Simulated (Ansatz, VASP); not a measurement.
## Two plane-wave programs on Al2BAs2

```
Al B As
1.0
    -2.60089    2.60089    3.42287
     2.60089   -2.60089    3.42287
     2.60089    2.60089   -3.42287
Al B As
2 1 2
Direct
  0.80673 0.80673 0.00000
  0.19327 0.19327 0.00000
  0.50000 0.50000 0.00000
  0.75000 0.25000 0.50000
  0.25000 0.75000 0.50000
```

Alike in both runs: functional PBE; k mesh 6 × 6 × 6; occupations gaussian, width 0.1 eV; no spin polarisation.

Ansatz relaxed the structure, and its values are those at the end. VASP's run is a single point on that final structure, the one shown.

```csv
,VASP,Ansatz
version,VASP 6.6.1,Ansatz 0.2.0
potentials or method,"VASP PAW PBE potentials, release 64 (Al, B, As), cutoff 520 eV","scalar-relativistic, plane waves, PAW"
valence electrons in the cell,19,39
```

|  | VASP | Ansatz | Ansatz less VASP |
| --- | --- | --- | --- |
| gap on the k mesh at the Fermi level (eV) | none | none | - |
| pressure (GPa) | 0.0 | 0.0 | -0.07 |
| rms of the force components (eV/Å) | 0.004 | 0.000 | -0.0032 |

A gap of «none» marks a metal or a gap that the smearing closes. VASP's potentials hold 19 valence electrons a cell and Ansatz's 39, so a difference there can come from the potentials and not from the codes.
